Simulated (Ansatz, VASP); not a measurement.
# Ta2N in VASP and in Ansatz

File INCAR:

```
SYSTEM = Ta2N
  PREC = Accurate
  ENCUT = 600
  EDIFF = 1E-6
  ISMEAR = -1
  SIGMA = 0.04
  LREAL = .FALSE.
  LASPH = .TRUE.
  NELM = 120
  ALGO = Normal
  ISIF = 2
  LWAVE = .FALSE.
  LCHARG = .FALSE.
  GGA = PE
  NBANDS = 20
  GGA_COMPAT = .FALSE.
```

Contents of KPOINTS:

```
regular mesh
0
G
  5 5 3
  0 0 0
```

The input POSCAR:

```
Ta2N
1.0
    3.1128615060      0.0000000000      0.0000000000
   -1.5564307530      2.6958171426      0.0000000000
    0.0000000000      0.0000000000      4.8698410000
Ta N
2 1
Direct
    0.3333333333      0.6666666667      0.2547110000
    0.6666666667      0.3333333333      0.7452890000
    0.0000000000      0.0000000000      0.0000000000
```

The input input.yaml:

```yaml
crystal:
  lattice:
    - [3.112861506, 0.0, 0.0]
    - [-1.556430753, 2.6958171426, 0.0]
    - [0.0, 0.0, 4.869841]
  atoms:
    - { symbol: Ta, position: [0.3333333333, 0.6666666667, 0.254711] }
    - { symbol: Ta, position: [0.6666666667, 0.3333333333, 0.745289] }
    - { symbol: "N", position: [0.0, 0.0, 0.0] }
kpoints:
  mp_grid: { grid: [5, 5, 3] }
scf:
  occupations: { method: fermi_dirac, width: 0.04 }
hamiltonian:
  xc: pbe
  pseudopotentials: { kind: all_electron, lapw: { basis_error: 0.003 } }
output:
  forces: true
  stress: true
  eigenvalues: true
```

Alike in both runs: task single point; functional PBE; k mesh 5 × 5 × 3; occupations fermi-dirac, width 0.04 eV; no spin polarisation.

```csv
,VASP,Ansatz
version,VASP 6.6.1,Ansatz 0.2.0
potentials or method,"VASP PAW PBE potentials, release 64 (Ta_pv, N), cutoff 600 eV","all-electron LAPW, scalar-relativistic"
```

```tsv
	VASP	Ansatz	Ansatz less VASP
gap on the k mesh at the Fermi level (eV)	none	none	-
pressure (GPa)	-0.7	-0.9	-0.26
traceless stress, the component that is largest in VASP (GPa)	1.73	1.82	+0.088
rms of the force components (eV/Å)	0.284	0.301	+0.0173
```

Atom by atom the forces differ by 0.017 eV/Å (rms over components). A gap of «none» marks a metal or a gap that the smearing closes. Ansatz ran all-electron here, and VASP with PAW potentials.

The k mesh is coarse, so the values compare programs but aren't converged. Spin-orbit coupling is off throughout.
